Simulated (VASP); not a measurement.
# Au (Cmcm) in VASP: single point with PBE

Aim: the single point of Au with PBE.

Program: VASP 6.6.1. These are calculated values, not measurements. Logs are shortened: lines on timing, memory, paths and dates and some standing lists are left out, and cuts for length are marked.

## Step 1: The cell of the first run

Symmetry: Cmcm, No. 63, orthorhombic system. Conventional cell: a = 2.823 Å, b = 5.112 Å, c = 4.893 Å, α = 90.00°, β = 90.00°, γ = 90.00°. Au (site symmetry m2m) has 12 Au at 2.82 to 2.97 Å within 3.7 Å.

## Step 2: Single point, PBE

Input file INCAR:

```
ALGO = Normal
EDIFF = 1E-6
ENCUT = 540
GGA = PE
GGA_COMPAT = False
ISIF = 2
ISMEAR = 0
LASPH = True
LCHARG = False
LREAL = False
LWAVE = False
NBANDS = 26
NELM = 120
PREC = Accurate
SIGMA = 0.1
```

Input file KPOINTS:

```
k-points
0
Gamma
  1 1 3
```

Input file POSCAR:

```
Au
1.0
    1.4113099650     -2.5559330250      0.0000000000
    1.4113099650      2.5559330250      0.0000000000
    0.0000000000      0.0000000000      4.8931696100
Au
2
Direct
    0.6653279700      0.3346720300      0.2500000000
    0.3346720300      0.6653279700      0.7500000000
```

Potentials or basis: VASP PAW PBE potentials, release 64 (Au_sv_GW).

Started as:

```
> cat potpaw_PBE.64/Au_sv_GW/POTCAR > POTCAR
> mpirun -np 1 vasp_std > vasp.out
```

OUTCAR:

```text
EDIFF = 1E-6
   ENCUT = 540
   GGA = PE
   ISIF = 2
   ISMEAR = 0
   LASPH = True
   LREAL = False
   NELM = 120
   PREC = Accurate

 ion  position               nearest neighbor table
   1  0.665  0.335  0.250-   2 2.95   2 2.95   2 2.95   2 2.95   2 2.97   2 2.97
   2  0.335  0.665  0.750-   1 2.95   1 2.95   1 2.95   1 2.95   1 2.97   1 2.97

  LATTYP: Found a base centered orthorhombic cell.
 ALAT       =     2.8226199300
 B/A-ratio  =     1.8110359088
 C/A-ratio  =     1.7335559627

  Lattice vectors:

 A1 = (   1.4113099650,  -2.5559330250,   0.0000000000)
 A2 = (   1.4113099650,   2.5559330250,   0.0000000000)
 A3 = (   0.0000000000,   0.0000000000,   4.8931696100)

Analysis of symmetry for initial positions (statically):
=====================================================================
 Subroutine PRICEL returns:
 Original cell was already a primitive cell.

 Routine SETGRP: Setting up the symmetry group for a
 base centered orthorhombic supercell.

 Subroutine GETGRP returns: Found  8 space group operations
 (whereof  4 operations were pure point group operations)
 out of a pool of  8 trial point group operations.

The static configuration has the point symmetry C_2h.
 The point group associated with its full space group is D_2h.

Analysis of symmetry for dynamics (positions and initial velocities):
=====================================================================
 Subroutine PRICEL returns:
 Original cell was already a primitive cell.

 Routine SETGRP: Setting up the symmetry group for a
 base centered orthorhombic supercell.

 Subroutine GETGRP returns: Found  8 space group operations
 (whereof  4 operations were pure point group operations)
 out of a pool of  8 trial point group operations.

The dynamic configuration has the point symmetry C_2h.
 The point group associated with its full space group is D_2h.

 Subroutine INISYM returns: Found  8 space group operations
 (whereof  4 operations are pure point group operations),
 and found     1 'primitive' translations

----------------------------------------------------------------------------------------

                                     Primitive cell

  volume of cell :      35.3014

  direct lattice vectors                    reciprocal lattice vectors
     1.411309965 -2.555933025  0.000000000     0.354280783 -0.195623279  0.000000000
     1.411309965  2.555933025  0.000000000     0.354280783  0.195623279  0.000000000
     0.000000000  0.000000000  4.893169610     0.000000000  0.000000000  0.204366511

  length of vectors
     2.919689957  2.919689957  4.893169610     0.404701545  0.404701545  0.204366511

  position of ions in fractional coordinates (direct lattice)
     0.665327970  0.334672030  0.250000000
     0.334672030  0.665327970  0.750000000

  ion indices of the primitive-cell ions
   primitive index   ion index
                 1           1
                 2           2

----------------------------------------------------------------------------------------

 KPOINTS: k-points

Automatic generation of k-mesh.
 Grid dimensions read from file:
 generate k-points for:    1    1    3

 Generating k-lattice:

  Cartesian coordinates                     Fractional coordinates (reciprocal lattice)
     0.354280783 -0.195623279  0.000000000     1.000000000  0.000000000  0.000000000
     0.354280783  0.195623279  0.000000000     0.000000000  1.000000000  0.000000000
     0.000000000  0.000000000  0.068122170     0.000000000  0.000000000  0.333333333

  Length of vectors
     0.404701545  0.404701545  0.068122170

  Shift w.r.t. Gamma in fractional coordinates (k-lattice)
     0.000000000  0.000000000  0.000000000

 Subroutine IBZKPT returns following result:
 ===========================================

 Found      2 irreducible k-points:

 Following reciprocal coordinates:
            Coordinates               Weight
  0.000000  0.000000  0.000000      1.000000
  0.000000  0.000000  0.333333      2.000000
   k-points           NKPTS =      2   k-points in BZ     NKDIM =      2   number of bands    NBANDS=     26
   number of dos      NEDOS =    301   number of ions     NIONS =      2
   total plane-waves  NPLWV =  23040
   dimension x,y,z NGX =    24 NGY =   24 NGZ =   40
   dimension x,y,z NGXF=    48 NGYF=   48 NGZF=   80
   ions per type =               2
   NGX,Y,Z   is equivalent  to a cutoff of  13.67, 13.67, 13.59 a.u.
   NGXF,Y,Z  is equivalent  to a cutoff of  27.33, 27.33, 27.18 a.u.
 SYSTEM =  unknown system
   PREC   = accura    normal or accurate (medium, high low for compatibility)
   ISTART =      0    job   : 0-new  1-cont  2-samecut
   ICHARG =      2    charge: 1-file 2-atom 10-const
   ISPIN  =      1    spin polarized calculation?
   LNONCOLLINEAR =      F non collinear calculations
   LSORBIT =      F    spin-orbit coupling
   LASPH  =      T    aspherical Exc in radial PAW
   ENCUT  =  540.0 eV  39.69 Ry    6.30 a.u.   5.53  5.53  9.27*2*pi/ulx,y,z
   NELM   =    120;   NELMIN=  2; NELMDL= -5     # of ELM steps
   EDIFF  = 0.1E-05   stopping-criterion for ELM
   LREAL  =      F    real-space projection
   EDIFFG = 0.1E-04   stopping-criterion for IOM
   NSW    =      0    number of steps for IOM
   IBRION =     -1    ionic relax: 0-MD 1-quasi-New 2-CG
   NFREE  =      0    steps in history (QN), initial steepest desc. (CG)
   ISIF   =      2    stress and relaxation
   ISYM   =      2    0-nonsym 1-usesym 2-fastsym
   POTIM  = 0.5000    time-step for ionic-motion
   TEBEG  =    0.0;   TEEND  =   0.0 temperature during run
   PSTRESS=    0.0 pullay stress
   NELECT =      38.0000    total number of electrons
   NUPDOWN=      -1.0000    fix difference up-down
   EMIN   =  10.00;   EMAX   =-10.00  energy-range for DOS
   EFERMI =   0.00;   METHOD = LEGACY
   ISMEAR =     0;   SIGMA  =   0.10  broadening in eV -4-tet -1-fermi 0-gaus
   EFERMI_NEDOS =   21; number of points for ismear=-14 and -15
   IALGO  =     38    algorithm
   IMIX   =      4    mixing-type and parameters
     AMIX     =   0.40;   BMIX     =  1.00
     AMIX_MAG =   1.60;   BMIX_MAG =  1.00
  volume/ion in A,a.u.               =      17.65       119.11
  Fermi-wavevector in a.u.,A,eV,Ry     =   1.677794  3.170571 38.300303  2.814993
  Thomas-Fermi vector in A             =   2.761997
   LORBIT       =      0    0 simple, 1 ext, 2 COOP (PROOUT), +10 PAW based schemes
   GGA     = PE    functional components
   LHFCALC =     F    Hartree Fock is set to
   AEXX    =    0.0000 exact exchange contribution
   IVDW    =     0    specifies the selected vdW correction
   LEPSILON=     F    determine dielectric tensor
   LRPA    =     F    only Hartree local field effects (RPA)
 non-spin polarized calculation
 Gauss-broadening in eV      SIGMA  =   0.10
  energy-cutoff  :      540.00
  volume of cell :       35.30
 maximum number of plane-waves:      1027
 NGX is ok and might be reduce to    24
   NGX = 11   NGY = 11   NGZ = 19

 number of electron      38.0000006 magnetization

 Free energy of the ion-electron system (eV)
  ---------------------------------------------------
  ext. energy  EPLUGINS =         0.00000000
  ---------------------------------------------------
  free energy    TOTEN  =       -15.21074180 eV

  energy without entropy =      -15.13808527  energy(sigma->0) =      -15.17441354

 E-fermi :   5.6886     XC(G=0): -13.0462

 val. band max:        5.6418753900   @ k =   0.0000   0.0000   0.3333
 cond. band min:       5.7231525463   @ k =   0.0000   0.0000   0.0000
 fundamental gap:      0.0812771563
 Fermi energy:         5.6886472997

 k-point     1 :       0.0000    0.0000    0.0000
  band No.  band energies     occupation
      1     -97.6712      2.00000
      2     -97.6634      2.00000
      3     -49.4056      2.00000
      4     -49.2434      2.00000
      5     -48.7032      2.00000
      6     -48.6806      2.00000
      7     -48.6139      2.00000
      8     -48.5907      2.00000
      9      -1.1742      2.00000
     10       1.2173      2.00000
     11       3.1356      2.00000
     12       3.7271      2.00000
     13       4.0520      2.00000
     14       4.2897      2.00000
     15       4.4277      2.00000
     16       4.5276      2.00000
     17       4.5421      2.00000
     18       5.7232      0.62557
     19       5.7272      0.58597
     20       7.0373      0.00000
     21      10.3058      0.00000
     22      23.2795      0.00000
     23      23.9220      0.00000
     24      25.4697      0.00000
     25      26.0333      0.00000
     26      26.8758      0.00000

 k-point     2 :       0.0000    0.0000    0.3333
  band No.  band energies     occupation
      1     -97.6693      2.00000
      2     -97.6653      2.00000
      3     -49.3650      2.00000
      4     -49.2842      2.00000
      5     -48.6976      2.00000
      6     -48.6861      2.00000
      7     -48.6083      2.00000
      8     -48.5966      2.00000
      9      -0.2870      2.00000
     10       1.1284      2.00000
     11       2.9842      2.00000
     12       3.6192      2.00000
     13       3.8191      2.00000
     14       3.9694      2.00000
     15       4.0823      2.00000
     16       4.2856      2.00000
     17       4.9582      2.00000
     18       5.1142      2.00000
     19       5.5715      1.90255
     20       5.6419      1.49168
     21      15.1065      0.00000
     22      21.2673      0.00000
     23      23.6266      0.00000
     24      24.1023      0.00000
     25      25.7320      0.00000
     26      26.6482      0.00000

------------------------ aborting loop because EDIFF is reached ----------------------------------------

  FORCE on cell =-STRESS in cart. coord.  units (eV):
  Direction    XX          YY          ZZ          XY          YZ          ZX
  --------------------------------------------------------------------------------------
  -------------------------------------------------------------------------------------
  Total       -7.8419104    -10.8929163     -1.5102777      0.0000000      0.0000000      0.0000000
  in kB     -355.9101036   -494.3819497    -68.5449140      0.0000000      0.0000000      0.0000000
  external PRESSURE =    -306.2789891 kB  Pullay stress =       0.0000000 kB

 VOLUME and BASIS-vectors are now :
 -----------------------------------------------------------------------------
  energy-cutoff  :      540.00
  volume of cell :       35.30
      direct lattice vectors                 reciprocal lattice vectors
     1.411309965 -2.555933025  0.000000000     0.354280783 -0.195623279  0.000000000
     1.411309965  2.555933025  0.000000000     0.354280783  0.195623279  0.000000000
     0.000000000  0.000000000  4.893169610     0.000000000  0.000000000  0.204366511

 POSITION                                       TOTAL-FORCE (eV/Angst)
 -----------------------------------------------------------------------------------
      1.41131     -0.84513      1.22329         0.000000     -0.009374     -0.000000
      1.41131      0.84513      3.66988         0.000000      0.009374      0.000000
 -----------------------------------------------------------------------------------
    total drift:                                0.000000      0.000000     -0.000000

  FREE ENERGIE OF THE ION-ELECTRON SYSTEM (eV)
  ---------------------------------------------------
  free  energy   TOTEN  =       -15.2107417997 eV

  energy  without entropy=      -15.1380852733  energy(sigma->0) =      -15.17441354
```

Run time: 7.7 s. Hardware: 1 thread of Intel Xeon Platinum 8375C at 2.90GHz (Ice Lake), shared host; peak memory 0.15 GiB.

Results:

```
Free energy            : -15.2107 eV
Pressure               : -30.6 GPa
Largest force          : 0.009 eV/Å
Band gap on the k mesh : zero (bands 19 and 20 overlap by 0.09 eV)
```

Forces on the atoms (eV/Å):
```
Au   0.000 -0.009  0.000
Au   0.000  0.009  0.000
```

Stress tensor (GPa, compression positive):
```
-35.59   0.00   0.00
  0.00 -49.44   0.00
  0.00   0.00  -6.85
```

Caveat: the k points lie up to 2.54 Å⁻¹ apart, too coarse for converged energies, forces and pressures; spin-orbit coupling is left out, which moves the levels of the heavy elements.

The gap in the log of VASP goes by the Fermi energy; the results here count the filled bands.